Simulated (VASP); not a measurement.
Write the native input for VASP 6.6.1 that does the following.

```
Task                   : single point
Functional             : r2SCAN
Potentials or basis    : VASP PAW PBE potentials, release 64 (Ti_sv, S)
Cutoff                 : 550 eV
k mesh                 : 4 × 4 × 3
Occupations            : gaussian, width 0.01 eV
Spin                   : no spin polarisation
Dipole correction      : no
Further INCAR settings : ALGO = Normal; EDIFF = 1e-06; NBANDS = 19
```

TiS2:

```
CELL_PARAMETERS angstrom
3.41200 0.00000 0.00000
-1.70600 2.95488 0.00000
0.00000 0.00000 5.69500
ATOMIC_POSITIONS crystal
Ti 0.00000 0.00000 0.00000
S 0.33333 0.66667 0.25000
S 0.66667 0.33333 0.75000
```

The input as run:

POSCAR

```
TiS2
1.0
    3.4120000000      0.0000000000      0.0000000000
   -1.7060000000      2.9548800000      0.0000000000
    0.0000000000      0.0000000000      5.6950000000
Ti S
1 2
Direct
    0.0000000000      0.0000000000      0.0000000000
    0.3333333333      0.6666666667      0.2500000000
    0.6666666667      0.3333333333      0.7500000000
```

INCAR.step1

```
ALGO = Normal
EDIFF = 1E-5
ENCUT = 550
GGA = PE
GGA_COMPAT = False
ISMEAR = 0
LASPH = True
LCHARG = False
LREAL = False
LWAVE = True
NBANDS = 19
NELM = 120
PREC = Accurate
SIGMA = 0.01
```

INCAR.step2

```
ALGO = Normal
EDIFF = 1E-6
ENCUT = 550
GGA_COMPAT = False
ISIF = 2
ISMEAR = 0
ISTART = 1
LASPH = True
LCHARG = False
LMIXTAU = True
LREAL = False
LWAVE = False
METAGGA = R2SCAN
NBANDS = 19
NELM = 120
PREC = Accurate
SIGMA = 0.01
```

KPOINTS

```
k-points
0
Gamma
  4 4 3
```

Potentials or basis: VASP PAW PBE potentials, release 64 (Ti_sv, S).

Run with:

```bash
$ cat potpaw_PBE.64/Ti_sv/POTCAR potpaw_PBE.64/S/POTCAR > POTCAR
$ cp INCAR.step1 INCAR
$ mpirun -np 1 vasp_std > vasp.out
$ cp INCAR.step2 INCAR
$ mpirun -np 1 vasp_std > vasp.out
```

It gave:

- Pressure: 0.7 GPa
- Largest force: 0.346 eV/Å
- Band gap on the k mesh: 0.14 eV (least direct gap 0.55 eV)

Caveat: the k points lie up to 0.53 Å⁻¹ apart; the PAW data sets were made with another functional, which shifts forces and pressure a little; an odd mesh through Γ misses points on the zone boundary, where band edges can lie.

Run time: 72 s on 1 thread of Intel(R) Xeon(R) Platinum 8559C (Emerald Rapids) (shared host), peak memory 0.19 GiB.
